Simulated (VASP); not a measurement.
Input of a VASP 6.6.1 run:

INCAR

```
SYSTEM = Fe
ALGO     = Fast           ! electronic algorithm
EDIFF    = 1E-6           ! SCF threshold, eV
ENCUT    = 520            ! plane-wave cutoff, eV
GGA      = PE             ! functional
ISIF     = 2              ! what is computed and relaxed
ISMEAR   = 0              ! smearing method
LASPH    = .TRUE.         ! aspherical terms in the spheres
LCHARG   = .FALSE.        ! write CHGCAR
LREAL    = .FALSE.        ! projectors in reciprocal space
LWAVE    = .FALSE.        ! write WAVECAR
NBANDS   = 60             ! bands
NELM     = 100            ! most SCF steps
PREC     = Accurate       ! precision mode
SIGMA    = 0.1            ! smearing width, eV
```

File KPOINTS:

```
k-points
0
G
  6 6 6
  0 0 0
```

Contents of POSCAR:

```
Fe
1.0
    2.9790596807      1.7199609086      5.3293145771
   -2.9790596807      1.7199609086      5.3293145771
    0.0000000000     -3.4399218171      5.3293145771
Fe
12
Direct
    0.0199039340      0.6324899533      0.0199039340
    0.0199039340      0.0199039340      0.6324899533
    0.6324899533      0.0199039340      0.0199039340
    0.9800960660      0.3675100467      0.9800960660
    0.3675100467      0.9800960660      0.9800960660
    0.9800960660      0.9800960660      0.3675100467
    0.2332624672      0.6096224167      0.2332624672
    0.2332624672      0.2332624672      0.6096224167
    0.6096224167      0.2332624672      0.2332624672
    0.7667375328      0.3903775833      0.7667375328
    0.3903775833      0.7667375328      0.7667375328
    0.7667375328      0.7667375328      0.3903775833
```

Potentials or basis: VASP PAW PBE potentials, release 64 (Fe).

Command:

```bash
$ cat potpaw_PBE.64/Fe/POTCAR > POTCAR
$ mpirun -np 1 vasp_std > vasp.out
```

Question: Estimate the largest force.

Answer: 0.046 eV/Å.

Question: Estimate the band gap on the k mesh.

Answer: Zero (bands 48 and 49 overlap by 0.29 eV).

Question: Predict the pressure.

Answer: -0.9 GPa.

Forces in eV/Å, atoms in the order of the input:
```
Fe   0.008 -0.004 -0.046
Fe   0.000  0.009 -0.046
Fe  -0.008 -0.004 -0.046
Fe  -0.008  0.004  0.046
Fe   0.008  0.004  0.046
Fe   0.000 -0.009  0.046
Fe  -0.008  0.005 -0.003
Fe   0.000 -0.009 -0.003
Fe   0.008  0.005 -0.003
Fe   0.008 -0.005  0.003
Fe  -0.008 -0.005  0.003
Fe   0.000  0.009  0.003
```

Caveat: the run has no spin polarisation, though such a crystal can be magnetic. Spin polarisation is off, so any magnetic state and its effect on volume and gap are missing.
